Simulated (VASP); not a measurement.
# Rb2NaGaCl6 (Fm-3m) in VASP: further runs

Runs on Rb2NaGaCl6. Level: LDA. Tasks: single point.

Program: VASP 6.6.1. These are calculated values, not measurements. Logs are shortened: lines on timing, memory, paths and dates and some standing lists are left out, and cuts for length are marked.

### Step 1. The cell of the first run

The structure is cubic, space group Fm-3m (No. 225). Conventional cell: a = 10.358 Å, b = 10.358 Å, c = 10.358 Å, α = 90.00°, β = 90.00°, γ = 90.00°. Rb (site symmetry -43m) has 12 Cl at 3.67 Å and 4 Na at 4.49 Å and 4 Ga at 4.49 Å within 4.8 Å. Within 3.7 Å of Na (site symmetry m-3m) lie 6 Cl at 2.78 Å. Within 3.2 Å of Ga (site symmetry m-3m) lie 6 Cl at 2.40 Å. Cl (site symmetry 4mm) has 1 Ga at 2.40 Å and 1 Na at 2.78 Å within 3.2 Å.

### Step 2. Single point, LDA

The input, INCAR:

```
SYSTEM = Rb2NaGaCl6
PREC     = Accurate       ! precision mode
ENCUT    = 520            ! plane-wave cutoff, eV
EDIFF    = 1E-6           ! SCF threshold, eV
ISMEAR   = 0              ! smearing method
SIGMA    = 0.01           ! smearing width, eV
LREAL    = .False.        ! projectors in reciprocal space
LASPH    = .True.         ! aspherical terms in the spheres
NELM     = 100            ! most SCF steps
ALGO     = Normal         ! electronic algorithm
ISIF     = 2              ! what is computed and relaxed
LWAVE    = .False.        ! write WAVECAR
LCHARG   = .False.        ! write CHGCAR
GGA      = CA             ! functional
NBANDS   = 51             ! bands
```

The input, KPOINTS:

```
Automatic mesh
0
Gamma
  3 3 3
  0 0 0
```

The input, POSCAR:

```
Rb2NaGaCl6
1.0
    0.0000000000      5.1789040000      5.1789040000
    5.1789040000      0.0000000000      5.1789040000
    5.1789040000      5.1789040000      0.0000000000
Rb Na Ga Cl
2 1 1 6
Direct
    0.7500000000      0.7500000000      0.7500000000
    0.2500000000      0.2500000000      0.2500000000
    0.5000000000      0.5000000000      0.5000000000
    0.0000000000      0.0000000000      0.0000000000
    0.7683420000      0.2316580000      0.2316580000
    0.2316580000      0.2316580000      0.7683420000
    0.2316580000      0.7683420000      0.7683420000
    0.2316580000      0.7683420000      0.2316580000
    0.7683420000      0.2316580000      0.7683420000
    0.7683420000      0.7683420000      0.2316580000
```

Potentials or basis: VASP PAW LDA potentials, release 64 (Rb_sv, Na_pv, Ga_d, Cl).

Command:

```sh
$ cat potpaw_LDA.64/Rb_sv/POTCAR potpaw_LDA.64/Na_pv/POTCAR potpaw_LDA.64/Ga_d/POTCAR potpaw_LDA.64/Cl/POTCAR > POTCAR
$ mpirun -np 1 vasp_std > vasp.out
```

OUTCAR:

```text
SYSTEM = Rb2NaGaCl6
   PREC = Accurate
   ENCUT = 520
   EDIFF = 1E-6
   ISMEAR = 0
   LREAL = .False.
   LASPH = .True.
   NELM = 100
   ISIF = 2
   GGA = CA

 ion  position               nearest neighbor table
   1  0.750  0.750  0.750-   7 3.67   9 3.67  10 3.67   5 3.67   8 3.67  10 3.67   5 3.67   6 3.67
                             9 3.67   6 3.67   7 3.67   8 3.67   2 5.18   2 5.18   2 5.18   2 5.18
   2  0.250  0.250  0.250-   5 3.67   9 3.67  10 3.67   7 3.67   8 3.67  10 3.67   6 3.67   7 3.67
                             9 3.67   5 3.67   6 3.67   8 3.67   1 5.18   1 5.18   1 5.18   1 5.18
   3  0.500  0.500  0.500-
   4  0.000  0.000  0.000-   5 2.40   6 2.40   7 2.40   8 2.40   9 2.40  10 2.40
   5  0.768  0.232  0.232-   4 2.40   1 3.67   2 3.67   1 3.67   2 3.67
   6  0.232  0.232  0.768-   4 2.40   1 3.67   2 3.67   1 3.67   2 3.67
   7  0.232  0.768  0.768-   4 2.40   1 3.67   1 3.67   2 3.67   2 3.67
   8  0.232  0.768  0.232-   4 2.40   1 3.67   2 3.67   1 3.67   2 3.67
   9  0.768  0.232  0.768-   4 2.40   1 3.67   1 3.67   2 3.67   2 3.67
  10  0.768  0.768  0.232-   4 2.40   1 3.67   1 3.67   2 3.67   2 3.67

  LATTYP: Found a face centered cubic cell.
 ALAT       =    10.3578080000

  Lattice vectors:

 A1 = (   0.0000000000,   5.1789040000,   5.1789040000)
 A2 = (   5.1789040000,   0.0000000000,   5.1789040000)
 A3 = (   5.1789040000,   5.1789040000,   0.0000000000)

Analysis of symmetry for initial positions (statically):
=====================================================================
 Subroutine PRICEL returns:
 Original cell was already a primitive cell.

 Routine SETGRP: Setting up the symmetry group for a
 face centered cubic supercell.

 Subroutine GETGRP returns: Found 48 space group operations
 (whereof 48 operations were pure point group operations)
 out of a pool of 48 trial point group operations.

The static configuration has the point symmetry O_h .

Analysis of symmetry for dynamics (positions and initial velocities):
=====================================================================
 Subroutine PRICEL returns:
 Original cell was already a primitive cell.

 Routine SETGRP: Setting up the symmetry group for a
 face centered cubic supercell.

 Subroutine GETGRP returns: Found 48 space group operations
 (whereof 48 operations were pure point group operations)
 out of a pool of 48 trial point group operations.

The dynamic configuration has the point symmetry O_h .

 Subroutine INISYM returns: Found 48 space group operations
 (whereof 48 operations are pure point group operations),
 and found     1 'primitive' translations

----------------------------------------------------------------------------------------

                                     Primitive cell

  volume of cell :     277.8073

  direct lattice vectors                    reciprocal lattice vectors
     0.000000000  5.178904000  5.178904000    -0.096545524  0.096545524  0.096545524
     5.178904000  0.000000000  5.178904000     0.096545524 -0.096545524  0.096545524
     5.178904000  5.178904000  0.000000000     0.096545524  0.096545524 -0.096545524

  length of vectors
     7.324076275  7.324076275  7.324076275     0.167221753  0.167221753  0.167221753

  position of ions in fractional coordinates (direct lattice)
     0.750000000  0.750000000  0.750000000
     0.250000000  0.250000000  0.250000000
     0.500000000  0.500000000  0.500000000
     0.000000000  0.000000000  0.000000000
     0.768342000  0.231658000  0.231658000
     0.231658000  0.231658000  0.768342000
     0.231658000  0.768342000  0.768342000
     0.231658000  0.768342000  0.231658000
     0.768342000  0.231658000  0.768342000
     0.768342000  0.768342000  0.231658000

  ion indices of the primitive-cell ions
   primitive index   ion index
                 1           1
                 2           2
                 3           3
                 4           4
                 5           5
                 6           6
                 7           7
                 8           8
                 9           9
                10          10

----------------------------------------------------------------------------------------

 KPOINTS: Automatic mesh

Automatic generation of k-mesh.
 Grid dimensions read from file:
 generate k-points for:    3    3    3

 Generating k-lattice:

  Cartesian coordinates                     Fractional coordinates (reciprocal lattice)
    -0.032181841  0.032181841  0.032181841     0.333333333  0.000000000  0.000000000
     0.032181841 -0.032181841  0.032181841     0.000000000  0.333333333  0.000000000
     0.032181841  0.032181841 -0.032181841     0.000000000  0.000000000  0.333333333

  Length of vectors
     0.055740584  0.055740584  0.055740584

  Shift w.r.t. Gamma in fractional coordinates (k-lattice)
     0.000000000  0.000000000  0.000000000

 Subroutine IBZKPT returns following result:
 ===========================================

 Found      4 irreducible k-points:

 Following reciprocal coordinates:
            Coordinates               Weight
  0.000000  0.000000  0.000000      1.000000
  0.333333  0.000000  0.000000      8.000000
  0.333333  0.333333  0.000000      6.000000
 -0.333333  0.333333  0.000000     12.000000
   k-points           NKPTS =      4   k-points in BZ     NKDIM =      4   number of bands    NBANDS=     51
   number of dos      NEDOS =    301   number of ions     NIONS =     10
   total plane-waves  NPLWV = 157464
   dimension x,y,z NGX =    54 NGY =   54 NGZ =   54
   dimension x,y,z NGXF=   108 NGYF=  108 NGZF=  108
   ions per type =               2   1   1   6
   NGX,Y,Z   is equivalent  to a cutoff of  12.26, 12.26, 12.26 a.u.
   NGXF,Y,Z  is equivalent  to a cutoff of  24.51, 24.51, 24.51 a.u.
 SYSTEM =  Rb2NaGaCl6
   PREC   = accura    normal or accurate (medium, high low for compatibility)
   ISTART =      0    job   : 0-new  1-cont  2-samecut
   ICHARG =      2    charge: 1-file 2-atom 10-const
   ISPIN  =      1    spin polarized calculation?
   LNONCOLLINEAR =      F non collinear calculations
   LSORBIT =      F    spin-orbit coupling
   LASPH  =      T    aspherical Exc in radial PAW
   ENCUT  =  520.0 eV  38.22 Ry    6.18 a.u.  13.62 13.62 13.62*2*pi/ulx,y,z
   NELM   =    100;   NELMIN=  2; NELMDL= -5     # of ELM steps
   EDIFF  = 0.1E-05   stopping-criterion for ELM
   LREAL  =      F    real-space projection
   EDIFFG = 0.1E-04   stopping-criterion for IOM
   NSW    =      0    number of steps for IOM
   IBRION =     -1    ionic relax: 0-MD 1-quasi-New 2-CG
   NFREE  =      0    steps in history (QN), initial steepest desc. (CG)
   ISIF   =      2    stress and relaxation
   ISYM   =      2    0-nonsym 1-usesym 2-fastsym
   POTIM  = 0.5000    time-step for ionic-motion
   TEBEG  =    0.0;   TEEND  =   0.0 temperature during run
   PSTRESS=    0.0 pullay stress
   NELECT =      80.0000    total number of electrons
   NUPDOWN=      -1.0000    fix difference up-down
   EMIN   =  10.00;   EMAX   =-10.00  energy-range for DOS
   EFERMI =   0.00;   METHOD = LEGACY
   ISMEAR =     0;   SIGMA  =   0.01  broadening in eV -4-tet -1-fermi 0-gaus
   EFERMI_NEDOS =   21; number of points for ismear=-14 and -15
   IALGO  =     38    algorithm
   IMIX   =      4    mixing-type and parameters
     AMIX     =   0.40;   BMIX     =  1.00
     AMIX_MAG =   1.60;   BMIX_MAG =  1.00
  volume/ion in A,a.u.               =      27.78       187.47
  Fermi-wavevector in a.u.,A,eV,Ry     =   1.081078  2.042941 15.901528  1.168729
  Thomas-Fermi vector in A             =   2.217085
   LORBIT       =      0    0 simple, 1 ext, 2 COOP (PROOUT), +10 PAW based schemes
   GGA     = CA    functional components
   LHFCALC =     F    Hartree Fock is set to
   AEXX    =    0.0000 exact exchange contribution
   IVDW    =     0    specifies the selected vdW correction
   LEPSILON=     F    determine dielectric tensor
   LRPA    =     F    only Hartree local field effects (RPA)
 non-spin polarized calculation
 Gauss-broadening in eV      SIGMA  =   0.01
  energy-cutoff  :      520.00
  volume of cell :      277.81
 maximum number of plane-waves:      7490
 NGX is ok and might be reduce to    54
   NGX = 27   NGY = 27   NGZ = 27

 number of electron      79.9999986 magnetization

 Free energy of the ion-electron system (eV)
  ---------------------------------------------------
  ext. energy  EPLUGINS =         0.00000000
  ---------------------------------------------------
  free energy    TOTEN  =       -36.76804384 eV

  energy without entropy =      -36.76804384  energy(sigma->0) =      -36.76804384

 E-fermi :  -0.5765     XC(G=0):  -8.6043

 val. band max:       -0.6897431262   @ k =   0.0000   0.0000   0.0000
 cond. band min:       1.7797002820   @ k =   0.0000   0.0000   0.0000
 fundamental gap:      2.4694434082
 Fermi energy:        -0.5764863956

 k-point     1 :       0.0000    0.0000    0.0000
  band No.  band energies     occupation
      1     -24.9891      2.00000
      2     -24.9854      2.00000
      3     -22.3356      2.00000
      4     -22.3356      2.00000
      5     -22.3356      2.00000
      6     -14.6849      2.00000
[... 43 lines left out ...]
     50       6.8219      0.00000
     51       6.8219      0.00000

 k-point     2 :       0.3333    0.0000    0.0000
  band No.  band energies     occupation
      1     -24.9881      2.00000
      2     -24.9863      2.00000
      3     -22.3357      2.00000
      4     -22.3356      2.00000
      5     -22.3356      2.00000
      6     -14.6885      2.00000
[... 43 lines left out ...]
     50       7.4106      0.00000
     51       7.5059      0.00000

 k-point     3 :       0.3333    0.3333    0.0000
  band No.  band energies     occupation
      1     -24.9881      2.00000
      2     -24.9863      2.00000
      3     -22.3356      2.00000
      4     -22.3356      2.00000
      5     -22.3356      2.00000
      6     -14.6982      2.00000
[... 43 lines left out ...]
     50       7.7193      0.00000
     51       7.8006      0.00000

 k-point     4 :      -0.3333    0.3333    0.0000
  band No.  band energies     occupation
      1     -24.9871      2.00000
      2     -24.9871      2.00000
      3     -22.3357      2.00000
      4     -22.3356      2.00000
      5     -22.3356      2.00000
      6     -14.6965      2.00000
[... 43 lines left out ...]
     50       7.4496      0.00000
     51       8.0344      0.00000

------------------------ aborting loop because EDIFF is reached ----------------------------------------

  FORCE on cell =-STRESS in cart. coord.  units (eV):
  Direction    XX          YY          ZZ          XY          YZ          ZX
  --------------------------------------------------------------------------------------
  -------------------------------------------------------------------------------------
  Total       -5.6682865     -5.6682865     -5.6682865      0.0000000      0.0000000     -0.0000000
  in kB      -32.6902919    -32.6902919    -32.6902919      0.0000000      0.0000000     -0.0000000
  external PRESSURE =     -32.6902919 kB  Pullay stress =       0.0000000 kB

 VOLUME and BASIS-vectors are now :
 -----------------------------------------------------------------------------
  energy-cutoff  :      520.00
  volume of cell :      277.81
      direct lattice vectors                 reciprocal lattice vectors
     0.000000000  5.178904000  5.178904000    -0.096545524  0.096545524  0.096545524
     5.178904000  0.000000000  5.178904000     0.096545524 -0.096545524  0.096545524
     5.178904000  5.178904000  0.000000000     0.096545524  0.096545524 -0.096545524

 POSITION                                       TOTAL-FORCE (eV/Angst)
 -----------------------------------------------------------------------------------
      7.76836      7.76836      7.76836        -0.000000      0.000000     -0.000000
      2.58945      2.58945      2.58945        -0.000000      0.000000     -0.000000
      5.17890      5.17890      5.17890        -0.000000      0.000000     -0.000000
      0.00000      0.00000      0.00000        -0.000000      0.000000     -0.000000
      2.39947      5.17890      5.17890        -0.236416      0.000000     -0.000000
      5.17890      5.17890      2.39947        -0.000000      0.000000     -0.236416
      7.95834      5.17890      5.17890         0.236416      0.000000     -0.000000
      5.17890      2.39947      5.17890        -0.000000     -0.236416     -0.000000
      5.17890      7.95834      5.17890        -0.000000      0.236416     -0.000000
      5.17890      5.17890      7.95834        -0.000000      0.000000      0.236416
 -----------------------------------------------------------------------------------
    total drift:                                0.000000      0.000000      0.000000

  FREE ENERGIE OF THE ION-ELECTRON SYSTEM (eV)
  ---------------------------------------------------
  free  energy   TOTEN  =       -36.7680438352 eV

  energy  without entropy=      -36.7680438352  energy(sigma->0) =      -36.76804384
```

Run time: 73 s. Hardware: 1 thread of Intel Xeon Platinum 8259CL at 2.50GHz (Skylake/Cascade Lake), shared host; peak memory 0.34 GiB.

Results:

* Free energy: -36.7680 eV
* Pressure: -3.3 GPa
* Largest force: 0.236 eV/Å
* Band gap on the k mesh: 2.47 eV, direct

Forces on the atoms (eV/Å):
```
Rb   0.000  0.000  0.000
Rb   0.000  0.000  0.000
Na   0.000  0.000  0.000
Ga   0.000  0.000  0.000
Cl  -0.236  0.000  0.000
Cl   0.000  0.000 -0.236
Cl   0.236  0.000  0.000
Cl   0.000 -0.236  0.000
Cl   0.000  0.236  0.000
Cl   0.000  0.000  0.236
```

### Step 3. Single point, LDA

The input, INCAR:

```
  PREC = Accurate
  ENCUT = 520
  EDIFF = 1E-6
  ISMEAR = 0
  SIGMA = 0.01
  LREAL = False
  LASPH = True
  NELM = 60
  ALGO = Normal
  ISIF = 2
  LWAVE = False
  LCHARG = True
  LELF = True
  LVHAR = True
  NBANDS = 51
```

The input, KPOINTS:

```
regular mesh
0
Gamma
  3 3 3
```

POSCAR is that of step 2.

Potentials or basis: VASP PAW LDA potentials, release 64 (Rb_sv, Na_pv, Ga_d, Cl).

Command:

```sh
$ cat potpaw_LDA.64/Rb_sv/POTCAR potpaw_LDA.64/Na_pv/POTCAR potpaw_LDA.64/Ga_d/POTCAR potpaw_LDA.64/Cl/POTCAR > POTCAR
$ mpirun -np 1 vasp_std > vasp.out
```

Run time: 75 s. Hardware: 1 thread of Intel Xeon Platinum 8259CL at 2.50GHz (Skylake/Cascade Lake), shared host; peak memory 0.34 GiB.

It converged, with:

```
Free energy            : -36.7680 eV
Pressure               : -3.3 GPa
Largest force          : 0.236 eV/Å
Band gap on the k mesh : 2.47 eV, direct
```

Forces in eV/Å, atoms in the order of the input:
```
Rb   0.000  0.000  0.000
Rb   0.000  0.000  0.000
Na   0.000  0.000  0.000
Ga   0.000  0.000  0.000
Cl  -0.236  0.000  0.000
Cl   0.000  0.000 -0.236
Cl   0.236  0.000  0.000
Cl   0.000 -0.236  0.000
Cl   0.000  0.236  0.000
Cl   0.000  0.000  0.236
```

Levels at points of the mesh, in eV from the valence-band top:
```csv
k point,band 36,band 37,band 38,band 39,band 40,band 41,band 42,band 43,band 44,band 45
"(0.00, 0.00, 0.00)",-0.46,-0.46,0.00,0.00,0.00,2.47,5.03,6.32,6.32,6.32
```

A hybrid or GW would open this gap; LDA tends to underestimate it.
